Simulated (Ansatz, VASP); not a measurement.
SiNi3: VASP beside Ansatz

File INCAR:

```
SYSTEM = SiNi3
PREC     = Accurate       ! precision mode
ENCUT    = 520            ! plane-wave cutoff, eV
EDIFF    = 1E-7           ! SCF threshold, eV
ISMEAR   = 0              ! smearing method
SIGMA    = 0.1            ! smearing width, eV
LREAL    = .FALSE.        ! projectors in reciprocal space
LASPH    = .TRUE.         ! aspherical terms in the spheres
NELM     = 100            ! most SCF steps
ALGO     = Normal         ! electronic algorithm
ISIF     = 2              ! what is computed and relaxed
LWAVE    = .FALSE.        ! write WAVECAR
LCHARG   = .FALSE.        ! write CHGCAR
GGA      = PE             ! functional
NBANDS   = 25             ! bands
```

KPOINTS

```
Automatic mesh
0
G
  12 12 12
  0 0 0
```

Contents of POSCAR:

```
SiNi3
1.0
    3.4708482770      0.0000000000      0.0000000000
    0.0000000000      3.4708482770      0.0000000000
    0.0000000000      0.0000000000      3.4708482770
Si Ni
1 3
Direct
    0.0000000000      0.0000000000      0.0000000000
    0.0000000000      0.5000000000      0.5000000000
    0.5000000000      0.0000000000      0.5000000000
    0.5000000000      0.5000000000      0.0000000000
```

Input for Ansatz:

```yaml
crystal:
  lattice:
    - [3.470848277, 0.0, 0.0]
    - [0.0, 3.470848277, 0.0]
    - [0.0, 0.0, 3.470848277]
  atoms:
    - { symbol: Si, position: [0.0, 0.0, 0.0] }
    - { symbol: Ni, position: [0.0, 0.5, 0.5] }
    - { symbol: Ni, position: [0.5, 0.0, 0.5] }
    - { symbol: Ni, position: [0.5, 0.5, 0.0] }
basis:
  ecutwfc: 420
kpoints:
  mp_grid: { grid: [12, 12, 12] }
hamiltonian:
  xc: pbe
scf:
  occupations: { method: gaussian, width: 0.1 }
output:
  forces: true
  stress: true
  eigenvalues: true
```

Alike in both runs: task single point; functional PBE; k mesh 12 × 12 × 12; occupations gaussian, width 0.1 eV; no spin polarisation.

|  | VASP | Ansatz |
| --- | --- | --- |
| version | VASP 6.6.1 | Ansatz 0.2.0 |
| potentials or method | VASP PAW PBE potentials, release 64 (Si, Ni), cutoff 520 eV | scalar-relativistic, plane waves, PAW |
| valence electrons in the cell | 34 | 58 |

|  | VASP | Ansatz | Ansatz less VASP |
| --- | --- | --- | --- |
| gap on the k mesh at the Fermi level (eV) | none | none | - |
| pressure (GPa) | 7.0 | 7.0 | +0.05 |

A gap of «none» marks a metal or a gap that the smearing closes. VASP's potentials hold 34 valence electrons a cell and Ansatz's 58, so a difference there can come from the potentials and not from the codes.
